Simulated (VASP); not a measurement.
Input of a VASP 6.6.1 run:

Contents of INCAR:

```
PREC     = Accurate       # precision mode
ENCUT    = 600            # plane-wave cutoff, eV
EDIFF    = 1E-6           # SCF threshold, eV
ISMEAR   = -1             # smearing method
SIGMA    = 0.05           # smearing width, eV
LREAL    = False          # projectors in reciprocal space
LASPH    = True           # aspherical terms in the spheres
NELM     = 100            # most SCF steps
ALGO     = Normal         # electronic algorithm
ISIF     = 3              # what is computed and relaxed
LWAVE    = False          # write WAVECAR
LCHARG   = False          # write CHGCAR
GGA      = RE             # functional
IVDW     = 13             # dispersion correction
IBRION   = 2              # ionic algorithm
NSW      = 80             # ionic steps
EDIFFG   = -0.005         # ionic threshold
```

Contents of KPOINTS:

```
Automatic mesh
0
Gamma
  10 10 10
```

File POSCAR:

```
BAs
1.0
    0.0000000000      2.3885000000      2.3885000000
    2.3885000000      0.0000000000      2.3885000000
    2.3885000000      2.3885000000      0.0000000000
As B
1 1
Direct
    0.7500000000      0.7500000000      0.7500000000
    0.0000000000      0.0000000000      0.0000000000
```

Potentials or basis: VASP PAW PBE potentials, release 64 (As, B).

Command:

```console
$ cat potpaw_PBE.64/As/POTCAR potpaw_PBE.64/B/POTCAR > POTCAR
$ mpirun -np 1 vasp_std > vasp.out
```

(1) Predict the relaxed cell.

(2) Estimate the dispersion energy per atom.

(3) Estimate the space group after relaxing (to 0.05 Å).

(4) Predict the relaxed volume.

Answers

(1) a = 3.349 Å, b = 3.349 Å, c = 3.349 Å, α = 60.00°, β = 60.00°, γ = 60.00°.

(2) -0.724 eV.

(3) F-43m (No. 216).

(4) 13.28 Å³/atom.

Caveat: the PAW data sets were made with another functional, which shifts forces and pressure a little.
